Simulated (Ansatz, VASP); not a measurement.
## O in VASP and in Ansatz

INCAR

```
ALGO = Normal
EDIFF = 1E-8
ENCUT = 520
GGA = PE
ISIF = 2
ISMEAR = -1
LASPH = T
LCHARG = F
LEFG = T
LREAL = F
LWAVE = F
NBANDS = 13
NELM = 100
PREC = Accurate
SIGMA = 0.01
```

KPOINTS

```
k-points
0
Gamma
  12 12 12
```

Contents of POSCAR:

```
O
1.0
    0.0000000000      2.1352841015      3.3888662319
    1.4978042046      0.0000000000      3.3888662319
    1.4978042046      2.1352841015      0.0000000000
O
2
Direct
    0.0871000000      0.0871000000      0.9129000000
    0.9129000000      0.9129000000      0.0871000000
```

Input for Ansatz:

```yaml
crystal:
  lattice:
    - [0.0, 2.1352841015, 3.3888662319]
    - [1.4978042046, 0.0, 3.3888662319]
    - [1.4978042046, 2.1352841015, 0.0]
  atoms:
    - { symbol: O, position: [0.0871, 0.0871, 0.9129] }
    - { symbol: O, position: [0.9129, 0.9129, 0.0871] }
kpoints:
  mp_grid: { grid: [12, 12, 12] }
scf:
  occupations: { method: fermi_dirac, width: 0.01 }
hamiltonian:
  xc: pbe
  pseudopotentials: { kind: paw }
output:
  forces: true
  stress: true
  eigenvalues: true
  efg: { contact_densities: true }
```

Change from the starting cell: volume scaled by 1.04, PAW files.

Alike in both runs: task electric field gradients; functional PBE; k mesh 12 × 12 × 12; occupations fermi-dirac, width 0.01 eV; no spin polarisation.

|  | VASP | Ansatz |
| --- | --- | --- |
| version | VASP 6.6.1 | Ansatz 0.2.0 |
| potentials or method | VASP PAW PBE potentials, release 64 (O) | PAW with Ansatz's default frozen-core files, scalar-relativistic |
| plane-wave cutoff (eV) | 520 | 420 |
| valence electrons in the cell | 12 | 12 |

```tsv
	VASP	Ansatz	Ansatz less VASP
pressure (GPa)	11.8	7.4	-4.41
traceless stress, the component that is largest in VASP (GPa)	32.69	23.02	-9.670
rms of the force components (eV/Å)	2.383	1.405	-0.9777
size of Vzz on the site where it differs most (V/Å²)	118.2	117.1	-1.06
```

Atom by atom the forces differ by 0.978 eV/Å (rms over components).

Noted on VASP's run: the standard files for N, O and F lose accuracy on very short bonds; spin is off for a triplet molecule.
